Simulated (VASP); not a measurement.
**Br: single point with LDA**

Br:

```xyz
4
Lattice="3.4292 -2.3681 0.0000 3.4292 2.3681 0.0000 0.0000 0.0000 8.8730" Properties=species:S:1:pos:R:3 pbc="T T T"
Br    3.4292    0.6389    3.4613
Br    3.4292    1.7292    7.8978
Br    3.4292   -0.6389    5.4116
Br    3.4292   -1.7292    0.9751
```

This cell differs from its parent crystal: volume scaled by 1.06.

* Program: VASP 6.6.1
* Task: single point
* Functional: LDA
* Potentials or basis: VASP PAW LDA potentials, release 64 (Br)
* Cutoff: 520 eV
* k mesh: 7 × 7 × 3
* Occupations: fermi-dirac, width 0.05 eV
* Spin: no spin polarisation

- Pressure: -2.5 GPa
- Largest force: 0.160 eV/Å
- Band gap on the k mesh: 1.58 eV, indirect (least direct gap 1.60 eV)

Forces in eV/Å, atoms in the order of the input:
```
Br   0.000 -0.048 -0.152
Br   0.000  0.048 -0.152
Br   0.000  0.048  0.152
Br   0.000 -0.048  0.152
```

Stress tensor (GPa, compression positive):
```
-1.16  0.00  0.00
 0.00 -3.04  0.00
 0.00  0.00 -3.23
```

Levels at points of the mesh, in eV from the valence-band top:
```
           k point  band 10  band 11  band 12  band 13  band 14  band 15  band 16  band 17  band 18  band 19
(0.00, 0.00, 0.00)    -1.51    -0.88    -0.33    -0.05    -0.02     1.58     2.32     5.51     6.40     7.23
```

Wall time 41 s on 1 thread of Intel(R) Xeon(R) 6975P-C (Granite Rapids) (shared host), peak memory 0.23 GiB.

 A k mesh can miss the band edges.
